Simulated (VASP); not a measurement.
# SiC in VASP: further runs, part 3 of 3

VASP 6.6.1. Earlier steps stand in the parts before.

## 5. Single point, PBE

This run uses another cell than the first one, of 10.50 Å³/atom, 1.136 times its volume.

The input, INCAR:

```
PREC = Accurate ; ENCUT = 520
EDIFF = 1E-6 ; ISMEAR = 0
SIGMA = 0.1 ; LREAL = False
LASPH = True ; NELM = 60
ALGO = Normal ; ISIF = 2
LWAVE = False ; LCHARG = False
GGA = PE ; NBANDS = 36
```

The input, KPOINTS:

```
Automatic mesh
0
Gamma
  8 8 2
```

The input, POSCAR:

```
SiC
1.0
    1.5474216110     -2.6801718269      0.0000000000
    1.5474216110      2.6801718269      0.0000000000
    0.0000000000      0.0000000000     15.1848130333
Si C
6 6
Direct
    0.1666761840      0.8333238160      0.8577299512
    0.8333238160      0.1666761840      0.3577299512
    0.4999848395      0.5000151605      0.5244683958
    0.5000151605      0.4999848395      0.0244683958
    0.8333482686      0.1666517314      0.6911956365
    0.1666517314      0.8333482686      0.1911956365
    0.5000159461      0.4999840539      0.6498327585
    0.4999840539      0.5000159461      0.1498327585
    0.1666787236      0.8333212764      0.9827157080
    0.8333212764      0.1666787236      0.4827157080
    0.8333408876      0.1666591124      0.8161975500
    0.1666591124      0.8333408876      0.3161975500
```

Potentials or basis: VASP PAW PBE potentials, release 64 (Si, C).

Command:

```bash
$ cat potpaw_PBE.64/Si/POTCAR potpaw_PBE.64/C/POTCAR > POTCAR
$ mpirun -np 1 vasp_std > vasp.out
```

OUTCAR:

```text
PREC = Accurate
   ENCUT = 520
   EDIFF = 1E-6
   ISMEAR = 0
   LREAL = False
   LASPH = True
   NELM = 60
   ISIF = 2
   GGA = PE

 ion  position               nearest neighbor table
   1  0.167  0.833  0.858-  11 1.89  11 1.89  11 1.89   9 1.90   5 3.10   5 3.10   5 3.10   4 3.10
                             4 3.10   4 3.10
   2  0.833  0.167  0.358-  12 1.89  12 1.89  12 1.89  10 1.90   6 3.10   6 3.10   6 3.10   3 3.10
                             3 3.10   3 3.10
   3  0.500  0.500  0.524-  10 1.90  10 1.90  10 1.90   7 1.90   5 3.10   5 3.10   5 3.10   2 3.10
                             2 3.10   2 3.10
   4  0.500  0.500  0.024-   9 1.90   9 1.90   9 1.90   8 1.90   6 3.10   6 3.10   6 3.10   1 3.10
                             1 3.10   1 3.10
   5  0.833  0.167  0.691-   7 1.89   7 1.89   7 1.89  11 1.90   1 3.10   1 3.10   1 3.10   3 3.10
                             3 3.10   3 3.10
   6  0.167  0.833  0.191-   8 1.89   8 1.89   8 1.89  12 1.90   2 3.10   2 3.10   2 3.10   4 3.10
                             4 3.10   4 3.10
   7  0.500  0.500  0.650-   5 1.89   5 1.89   5 1.89   3 1.90
   8  0.500  0.500  0.150-   6 1.89   6 1.89   6 1.89   4 1.90
   9  0.167  0.833  0.983-   4 1.90   4 1.90   4 1.90   1 1.90
  10  0.833  0.167  0.483-   3 1.90   3 1.90   3 1.90   2 1.90
  11  0.833  0.167  0.816-   1 1.89   1 1.89   1 1.89   5 1.90
  12  0.167  0.833  0.316-   2 1.89   2 1.89   2 1.89   6 1.90

  LATTYP: Found a hexagonal cell.
 ALAT       =     3.0948432220
 C/A-ratio  =     4.9064886148

  Lattice vectors:

 A1 = (   3.0948432220,   0.0000000000,   0.0000000000)
 A2 = (  -1.5474216110,   2.6801718269,   0.0000000000)
 A3 = (   0.0000000000,   0.0000000000,  15.1848130333)

Analysis of symmetry for initial positions (statically):
=====================================================================
 Subroutine PRICEL returns:
 Original cell was already a primitive cell.
[... 167 lines left out ...]
  Thomas-Fermi vector in A             =   2.323074
   LORBIT       =      0    0 simple, 1 ext, 2 COOP (PROOUT), +10 PAW based schemes
   GGA     = PE    functional components
   LHFCALC =     F    Hartree Fock is set to
   AEXX    =    0.0000 exact exchange contribution
   IVDW    =     0    specifies the selected vdW correction
   LEPSILON=     F    determine dielectric tensor
   LRPA    =     F    only Hartree local field effects (RPA)
 non-spin polarized calculation
 Gauss-broadening in eV      SIGMA  =   0.10
  energy-cutoff  :      520.00
  volume of cell :      125.95
 maximum number of plane-waves:      3444
   NGX = 11   NGY = 11   NGZ = 57

 number of electron      48.0000002 magnetization

 Free energy of the ion-electron system (eV)
  ---------------------------------------------------
  ext. energy  EPLUGINS =         0.00000000
  ---------------------------------------------------
  free energy    TOTEN  =       -90.37023476 eV

  energy without entropy =      -90.37023476  energy(sigma->0) =      -90.37023476

 E-fermi :   8.4620     XC(G=0): -11.2915

 val. band max:        7.9915864568   @ k =   0.0000   0.0000   0.0000
 cond. band min:      10.0209237869   @ k =   0.5000   0.0000   0.0000
 fundamental gap:      2.0293373301
 Fermi energy:         8.4619770697

 k-point     1 :       0.0000    0.0000    0.0000
  band No.  band energies     occupation
      1      -7.3513      2.00000
      2      -6.8377      2.00000
      3      -6.7987      2.00000
      4      -5.3257      2.00000
      5      -5.2963      2.00000
      6      -3.8380      2.00000
[... 925 lines left out ...]
     35      15.9409      0.00000
     36      15.9409      0.00000

 [... further k-points ...]
[... 5 lines left out ...]
  --------------------------------------------------------------------------------------
  -------------------------------------------------------------------------------------
  Total       -0.0024405      0.0031085      0.0047890      0.0000000      0.0000000      0.0000000
  in kB       -0.0310441      0.0395417      0.0609181      0.0000000      0.0000000      0.0000000
  external PRESSURE =       0.0231386 kB  Pullay stress =       0.0000000 kB

 VOLUME and BASIS-vectors are now :
 -----------------------------------------------------------------------------
  energy-cutoff  :      520.00
  volume of cell :      125.95
      direct lattice vectors                 reciprocal lattice vectors
     1.547421611 -2.680171827  0.000000000     0.323118145 -0.186555203  0.000000000
     1.547421611  2.680171827  0.000000000     0.323118145  0.186555203  0.000000000
     0.000000000  0.000000000 15.184813033     0.000000000  0.000000000  0.065855272

 POSITION                                       TOTAL-FORCE (eV/Angst)
 -----------------------------------------------------------------------------------
      1.54742      1.78673     13.02447         0.000000      0.000060     -0.012599
      1.54742     -1.78673      5.43206         0.000000     -0.000060     -0.012599
      1.54742      0.00008      7.96395         0.000000     -0.000606      0.008578
      1.54742     -0.00008      0.37155         0.000000      0.000606      0.008578
      1.54742     -1.78686     10.49568         0.000000     -0.000031      0.005805
      1.54742      1.78686      2.90327         0.000000      0.000031      0.005805
      1.54742     -0.00009      9.86759         0.000000      0.000627     -0.002944
      1.54742      0.00009      2.27518         0.000000     -0.000627     -0.002944
      1.54742      1.78672     14.92235         0.000000     -0.000154     -0.006848
      1.54742     -1.78672      7.32995         0.000000      0.000154     -0.006848
      1.54742     -1.78682     12.39381         0.000000     -0.000133      0.008009
      1.54742      1.78682      4.80140         0.000000      0.000133      0.008009
 -----------------------------------------------------------------------------------
    total drift:                                0.000000      0.000000      0.000725

  FREE ENERGIE OF THE ION-ELECTRON SYSTEM (eV)
  ---------------------------------------------------
  free  energy   TOTEN  =       -90.3702347570 eV

  energy  without entropy=      -90.3702347570  energy(sigma->0) =      -90.37023476
```

OSZICAR:

```text
N       E                     dE             d eps       ncg     rms          rms(c)
DAV:   1     0.120278287817E+03    0.12028E+03   -0.21766E+04  3024   0.120E+03
DAV:   2    -0.897279796970E+02   -0.21001E+03   -0.19685E+03  3888   0.207E+02
DAV:   3    -0.101083953609E+03   -0.11356E+02   -0.11274E+02  3984   0.458E+01
DAV:   4    -0.101257150791E+03   -0.17320E+00   -0.17281E+00  3892   0.650E+00
DAV:   5    -0.101260876677E+03   -0.37259E-02   -0.37229E-02  3864   0.908E-01    0.212E+01
DAV:   6    -0.906379462141E+02    0.10623E+02   -0.31639E+01  3744   0.207E+01    0.946E+00
DAV:   7    -0.904181367123E+02    0.21981E+00   -0.31366E+00  4032   0.671E+00    0.409E+00
DAV:   8    -0.903739240689E+02    0.44213E-01   -0.19307E-01  3640   0.177E+00    0.128E+00
DAV:   9    -0.903693713479E+02    0.45527E-02   -0.28847E-02  3736   0.783E-01    0.184E-01
DAV:  10    -0.903700812749E+02   -0.70993E-03   -0.23098E-03  3804   0.206E-01    0.958E-02
DAV:  11    -0.903702306960E+02   -0.14942E-03   -0.33104E-04  3500   0.987E-02    0.198E-02
DAV:  12    -0.903702328408E+02   -0.21448E-05   -0.12998E-05  3936   0.172E-02    0.872E-03
DAV:  13    -0.903702343850E+02   -0.15442E-05   -0.15455E-06  2520   0.611E-03    0.218E-03
DAV:  14    -0.903702347570E+02   -0.37202E-06   -0.21561E-07  2160   0.226E-03
   1 F= -.90370235E+02 E0= -.90370235E+02  d E =-.217814E-12
```

stdout:

```text
POSCAR found type information on POSCAR SiC
 POSCAR found :  2 types and      12 ions
 scaLAPACK will be used
 -----------------------------------------------------------------------------
|                                                                             |
|           W    W    AA    RRRRR   N    N  II  N    N   GGGG   !!!           |
|           W    W   A  A   R    R  NN   N  II  NN   N  G    G  !!!           |
[... 18 lines left out ...]
 -----------------------------------------------------------------------------

 LDA part: xc-table for (Slater+PW92), standard interpolation
 POSCAR, INCAR and KPOINTS ok, starting setup
 FFT: planning ... GRIDC
 FFT: planning ... GRID_SOFT
 FFT: planning ... GRID
 WAVECAR not read
 entering main loop
```

Run time: 92 s. Hardware: 1 thread of Intel Xeon 6975P-C (Granite Rapids), shared host; peak memory 0.31 GiB.

What came out:

- Free energy: -90.3702 eV
- Pressure: 0.0 GPa
- Largest force: 0.013 eV/Å
- Band gap on the k mesh: 2.03 eV, indirect (least direct gap 3.12 eV)

Forces in eV/Å, atoms in the order of the input:
```
Si   0.000  0.000 -0.013
Si   0.000  0.000 -0.013
Si   0.000 -0.001  0.009
Si   0.000  0.001  0.009
Si   0.000  0.000  0.006
Si   0.000  0.000  0.006
C    0.000  0.001 -0.003
C    0.000 -0.001 -0.003
C    0.000  0.000 -0.007
C    0.000  0.000 -0.007
C    0.000  0.000  0.008
C    0.000  0.000  0.008
```

Levels at points of the mesh, in eV from the valence-band top:
```tsv
k point	band 20	band 21	band 22	band 23	band 24	band 25	band 26	band 27	band 28	band 29
(0.00, 0.00, 0.00)	-0.30	-0.30	-0.03	0.00	0.00	5.05	5.22	5.63	6.14	6.14
(0.50, 0.00, 0.00)	-2.24	-1.80	-1.77	-1.65	-1.10	2.03	2.21	3.19	3.87	4.55
(0.50, 0.50, 0.00)	-2.24	-1.80	-1.77	-1.65	-1.10	2.03	2.21	3.19	3.87	4.55
(0.00, 0.00, 0.50)	-0.63	-0.10	-0.10	-0.10	-0.10	5.12	5.12	5.86	5.86	6.50
(0.50, 0.00, 0.50)	-2.33	-1.70	-1.70	-1.30	-1.30	2.07	2.07	3.41	3.41	4.75
(0.50, 0.50, 0.50)	-2.33	-1.70	-1.70	-1.30	-1.30	2.07	2.07	3.41	3.41	4.75
```

## 6. Single point, PBE

This run uses another cell than the first one, of 10.35 Å³/atom, 1.120 times its volume.

The input, INCAR:

```
SYSTEM = SiC
PREC     = Accurate       ! precision mode
ENCUT    = 520            ! plane-wave cutoff, eV
EDIFF    = 1E-6           ! SCF threshold, eV
ISMEAR   = 0              ! smearing method
SIGMA    = 0.02           ! smearing width, eV
LREAL    = .FALSE.        ! projectors in reciprocal space
LASPH    = .TRUE.         ! aspherical terms in the spheres
NELM     = 80             ! most SCF steps
ALGO     = Normal         ! electronic algorithm
ISIF     = 2              ! what is computed and relaxed
LWAVE    = .FALSE.        ! write WAVECAR
LCHARG   = .FALSE.        ! write CHGCAR
GGA      = PE             ! functional
NBANDS   = 36             ! bands
```

The input, KPOINTS:

```
regular mesh
0
G
  10 10 2
  0 0 0
```

The input, POSCAR:

```
SiC
1.0
    1.5389000000     -2.6675000000      0.0000000000
    1.5389000000      2.6675000000      0.0000000000
    0.0000000000      0.0000000000     15.1219000000
Si C
6 6
Direct
    0.1666620685      0.8333379315      0.8577214346
    0.8333379315      0.1666620685      0.3577214346
    0.5001149681      0.4998850319      0.5245066765
    0.4998850319      0.5001149681      0.0245066765
    0.8334420408      0.1665579592      0.6912249976
    0.1665579592      0.8334420408      0.1912249976
    0.5001800103      0.4998199897      0.6498136574
    0.4998199897      0.5001800103      0.1498136574
    0.1666200774      0.8333799226      0.9826819800
    0.8333799226      0.1666200774      0.4826819800
    0.8333970006      0.1666029994      0.8161912539
    0.1666029994      0.8333970006      0.3161912539
```

Potentials or basis: VASP PAW PBE potentials, release 64 (Si, C).

Command:

```bash
$ cat potpaw_PBE.64/Si/POTCAR potpaw_PBE.64/C/POTCAR > POTCAR
$ mpirun -np 1 vasp_std > vasp.out
```

OUTCAR:

```text
SYSTEM = SiC
   PREC = Accurate
   ENCUT = 520
   EDIFF = 1E-6
   ISMEAR = 0
   LREAL = .FALSE.
   LASPH = .TRUE.
   NELM = 80
   ISIF = 2
   GGA = PE

 ion  position               nearest neighbor table
   1  0.167  0.833  0.858-  11 1.89  11 1.89  11 1.89   9 1.89   5 3.08   5 3.08   5 3.08   4 3.09
                             4 3.09   4 3.09
   2  0.833  0.167  0.358-  12 1.89  12 1.89  12 1.89  10 1.89   6 3.08   6 3.08   6 3.08   3 3.09
                             3 3.09   3 3.09
   3  0.500  0.500  0.525-  10 1.89  10 1.89  10 1.89   7 1.89   5 3.08   5 3.08   5 3.09   2 3.09
                             2 3.09   2 3.09
   4  0.500  0.500  0.025-   9 1.89   9 1.89   9 1.89   8 1.89   6 3.08   6 3.08   6 3.09   1 3.09
                             1 3.09   1 3.09
   5  0.833  0.167  0.691-   7 1.88   7 1.88   7 1.89  11 1.89   1 3.08   1 3.08   1 3.08   3 3.08
                             3 3.08   3 3.09
   6  0.167  0.833  0.191-   8 1.88   8 1.88   8 1.89  12 1.89   2 3.08   2 3.08   2 3.08   4 3.08
                             4 3.08   4 3.09
   7  0.500  0.500  0.650-   5 1.88   5 1.88   5 1.89   3 1.89
   8  0.500  0.500  0.150-   6 1.88   6 1.88   6 1.89   4 1.89
   9  0.167  0.833  0.983-   4 1.89   4 1.89   4 1.89   1 1.89
  10  0.833  0.167  0.483-   3 1.89   3 1.89   3 1.89   2 1.89
  11  0.833  0.167  0.816-   1 1.89   1 1.89   1 1.89   5 1.89
  12  0.167  0.833  0.316-   2 1.89   2 1.89   2 1.89   6 1.89

  LATTYP: Found a base centered orthorhombic cell.
 ALAT       =     3.0778000000
 B/A-ratio  =     1.7333809864
 C/A-ratio  =     4.9132172331

  Lattice vectors:

 A1 = (   1.5389000000,  -2.6675000000,   0.0000000000)
 A2 = (   1.5389000000,   2.6675000000,   0.0000000000)
 A3 = (   0.0000000000,   0.0000000000,  15.1219000000)

Analysis of symmetry for initial positions (statically):
=====================================================================
 Subroutine PRICEL returns:
 Original cell was already a primitive cell.

[... 172 lines left out ...]
   LEPSILON=     F    determine dielectric tensor
   LRPA    =     F    only Hartree local field effects (RPA)
 non-spin polarized calculation
 Gauss-broadening in eV      SIGMA  =   0.02
  energy-cutoff  :      520.00
  volume of cell :      124.15
 maximum number of plane-waves:      3363
   NGX = 11   NGY = 11   NGZ = 57

 number of electron      48.0000000 magnetization

 Free energy of the ion-electron system (eV)
  ---------------------------------------------------
  ext. energy  EPLUGINS =         0.00000000
  ---------------------------------------------------
  free energy    TOTEN  =       -90.35514533 eV

  energy without entropy =      -90.35514533  energy(sigma->0) =      -90.35514533

 E-fermi :   8.2495     XC(G=0): -11.3545

 val. band max:        8.1590169928   @ k =   0.0000   0.0000   0.0000
 cond. band min:      10.1754995245   @ k =   0.5000   0.0000   0.0000
 fundamental gap:      2.0164825317
 Fermi energy:         8.2495367615

 k-point     1 :       0.0000    0.0000    0.0000
  band No.  band energies     occupation
      1      -7.3034      2.00000
      2      -6.7826      2.00000
      3      -6.7471      2.00000
      4      -5.2550      2.00000
      5      -5.2268      2.00000
      6      -3.7439      2.00000
[... 925 lines left out ...]
     35      17.0081      0.00000
     36      17.4132      0.00000

 [... further k-points ...]

------------------------ aborting loop because EDIFF is reached ----------------------------------------

  FORCE on cell =-STRESS in cart. coord.  units (eV):
  Direction    XX          YY          ZZ          XY          YZ          ZX
  --------------------------------------------------------------------------------------
  -------------------------------------------------------------------------------------
  Total        2.6852999      2.4547164      2.1963629      0.0000000      0.0000000      0.0000000
  in kB       34.6539058     31.6782162     28.3441534      0.0000000      0.0000000      0.0000000
  external PRESSURE =      31.5587585 kB  Pullay stress =       0.0000000 kB

 VOLUME and BASIS-vectors are now :
 -----------------------------------------------------------------------------
  energy-cutoff  :      520.00
  volume of cell :      124.15
      direct lattice vectors                 reciprocal lattice vectors
     1.538900000 -2.667500000  0.000000000     0.324907401 -0.187441425  0.000000000
     1.538900000  2.667500000  0.000000000     0.324907401  0.187441425  0.000000000
     0.000000000  0.000000000 15.121900000     0.000000000  0.000000000  0.066129256

 POSITION                                       TOTAL-FORCE (eV/Angst)
 -----------------------------------------------------------------------------------
      1.53890      1.77836     12.97038         0.000000     -0.000020      0.000736
      1.53890     -1.77836      5.40943         0.000000      0.000020      0.000736
      1.53890     -0.00061      7.93154         0.000000     -0.000176     -0.001762
      1.53890      0.00061      0.37059         0.000000      0.000176     -0.001762
      1.53890     -1.77891     10.45264         0.000000     -0.000022      0.001546
      1.53890      1.77891      2.89169         0.000000      0.000022      0.001546
      1.53890     -0.00096      9.82642         0.000000     -0.000011      0.000468
      1.53890      0.00096      2.26547         0.000000      0.000011      0.000468
      1.53890      1.77858     14.86002         0.000000      0.000082     -0.000471
      1.53890     -1.77858      7.29907         0.000000     -0.000082     -0.000471
      1.53890     -1.77867     12.34236         0.000000     -0.000018     -0.000517
      1.53890      1.77867      4.78141         0.000000      0.000018     -0.000517
 -----------------------------------------------------------------------------------
    total drift:                               -0.000000      0.000000     -0.000031

  FREE ENERGIE OF THE ION-ELECTRON SYSTEM (eV)
  ---------------------------------------------------
  free  energy   TOTEN  =       -90.3551453338 eV

  energy  without entropy=      -90.3551453338  energy(sigma->0) =      -90.35514533
```

Wall time 2.8 min (1 thread of Intel Xeon 6975P-C (Granite Rapids), shared host); peak memory 0.35 GiB.

Results:

| Item | Value |
| --- | --- |
| Free energy | -90.3551 eV |
| Pressure | 3.2 GPa |
| Band gap on the k mesh | 2.02 eV, indirect (least direct gap 3.12 eV) |

Stress tensor (GPa, compression positive):
```
3.47 0.00 0.00
0.00 3.17 0.00
0.00 0.00 2.83
```

Levels at points of the mesh, in eV from the valence-band top:
| k point | band 21 | band 22 | band 23 | band 24 | band 25 | band 26 | band 27 | band 28 |
| --- | --- | --- | --- | --- | --- | --- | --- | --- |
| (0.00, 0.00, 0.00) | -0.30 | -0.05 | -0.01 | 0.00 | 5.19 | 5.36 | 5.77 | 6.28 |
| (0.50, 0.00, 0.00) | -1.82 | -1.79 | -1.67 | -1.11 | 2.02 | 2.21 | 3.21 | 3.88 |
| (0.50, 0.50, 0.00) | -1.81 | -1.78 | -1.67 | -1.10 | 2.02 | 2.22 | 3.22 | 3.89 |
| (0.00, 0.00, 0.50) | -0.10 | -0.10 | -0.10 | -0.10 | 5.25 | 5.25 | 6.00 | 6.00 |
| (0.50, 0.00, 0.50) | -1.72 | -1.72 | -1.31 | -1.31 | 2.06 | 2.06 | 3.43 | 3.43 |
| (0.50, 0.50, 0.50) | -1.73 | -1.73 | -1.30 | -1.30 | 2.07 | 2.07 | 3.44 | 3.44 |

## 7. Summary

```csv
cell,k mesh,smearing,gap on the mesh (eV),pressure (GPa),largest force (eV/Å)
"a = 2.966, b = 2.966, c = 14.548 Å, angles 90.0, 90.0, 120.0°, 12 atoms",12 × 12 × 2,gaussian 0.02 eV,1.99,34.8,0.01
"a = 2.999, b = 2.999, c = 14.713 Å, angles 90.0, 90.0, 120.0°, 12 atoms",12 × 12 × 2,gaussian 0.02 eV,2.00,24.1,0.01
"a = 3.032, b = 3.032, c = 14.874 Å, angles 90.0, 90.0, 120.0°, 12 atoms",12 × 12 × 2,gaussian 0.02 eV,2.01,14.8,0.01
"a = 3.095, b = 3.095, c = 15.185 Å, angles 90.0, 90.0, 120.0°, 12 atoms",8 × 8 × 2,gaussian 0.1 eV,2.03,0.0,0.01
"a = 3.080, b = 3.080, c = 15.122 Å, angles 90.0, 90.0, 120.0°, 12 atoms",10 × 10 × 2,gaussian 0.02 eV,2.02,3.2,-
```

Alike in all rows: task single point; level PBE; potentials or basis VASP PAW PBE potentials, release 64 (Si, C); no spin polarisation; cutoff (eV) 520.

Absolute energies hang on the potentials; compare differences alone.
